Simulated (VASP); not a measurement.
A run of VASP 6.6.1 is set up as follows.

INCAR

```
PREC = Accurate
ENCUT = 500
EDIFF = 1E-6
ISMEAR = 0
SIGMA = 0.024
LREAL = False
LASPH = True
NELM = 120
ALGO = Normal
ISIF = 2
LWAVE = False
LCHARG = False
GGA = PE
NBANDS = 8
GGA_COMPAT = False
```

File KPOINTS:

```
regular mesh
0
Gamma
  8 8 8
```

File POSCAR:

```
Sb
1.0
    3.1600000000      0.0000000000      0.0000000000
    0.0000000000      3.1600000000      0.0000000000
    0.0000000000      0.0000000000      3.1600000000
Sb
1
Direct
    0.0000000000      0.0000000000      0.0000000000
```

Potentials or basis: VASP PAW PBE potentials, release 64 (Sb).

Launch:

```bash
$ cat potpaw_PBE.64/Sb/POTCAR > POTCAR
$ mpirun -np 1 vasp_std > vasp.out
```

(1) Estimate the pressure.

## Answers

(1) -2.3 GPa.
